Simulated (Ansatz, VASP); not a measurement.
**One calculation of Ge2Bi2S, two programs**

Contents of INCAR:

```
  PREC = Accurate
  ENCUT = 520
  EDIFF = 1E-6
  ISMEAR = 0
  SIGMA = 0.1
  LREAL = False
  LASPH = True
  NELM = 60
  ALGO = Normal
  ISIF = 2
  LWAVE = False
  LCHARG = False
  GGA = PE
  NBANDS = 40
```

Contents of KPOINTS:

```
Automatic mesh
0
Gamma
  6 6 2
```

File POSCAR:

```
Ge2Bi2S
1.0
    4.0955532700      0.0000000000      0.0000000000
   -2.0477766300      3.5468531700      0.0000000000
    0.0000000000      0.0000000000      8.8812930100
Ge Bi S
2 2 1
Direct
    0.0000000000      0.0000000000      0.1351671100
    0.0000000000      0.0000000000      0.8648328900
    0.3333333300      0.6666666700      0.9348993000
    0.6666666700      0.3333333300      0.0651007000
    0.0000000000      0.0000000000      0.5000000000
```

Input for Ansatz:

```yaml
crystal:
  lattice:
    - [4.09555327, 0.0, 0.0]
    - [-2.04777663, 3.54685317, 0.0]
    - [0.0, 0.0, 8.88129301]
  atoms:
    - { symbol: Ge, position: [0.0, 0.0, 0.13516711] }
    - { symbol: Ge, position: [0.0, 0.0, 0.86483289] }
    - { symbol: Bi, position: [0.33333333, 0.66666667, 0.9348993] }
    - { symbol: Bi, position: [0.66666667, 0.33333333, 0.0651007] }
    - { symbol: S, position: [0.0, 0.0, 0.5] }
basis:
  ecutwfc: 420
kpoints:
  mp_grid: { grid: [6, 6, 2] }
hamiltonian:
  xc: pbe
scf:
  occupations: { method: gaussian, width: 0.1 }
  lower_state_search: "off"
output:
  forces: true
  stress: true
  eigenvalues: true
```

Alike in both runs: task single point; functional PBE; k mesh 6 × 6 × 2; occupations gaussian, width 0.1 eV; no spin polarisation.

```csv
,VASP,Ansatz
version,VASP 6.6.1,Ansatz 0.2.0
potentials or method,"VASP PAW PBE potentials, release 64 (Ge_d, Bi_d, S), cutoff 520 eV","scalar-relativistic, plane waves, PAW"
valence electrons in the cell,64,64
```

```tsv
	VASP	Ansatz	Ansatz less VASP
gap on the k mesh at the Fermi level (eV)	none	none	-
rms of the force components (eV/Å)	3.692	3.686	-0.0067
```

Atom by atom the forces differ by 0.007 eV/Å (rms over components). A gap of «none» marks a metal or a gap that the smearing closes.

Neither program's run includes spin-orbit coupling.
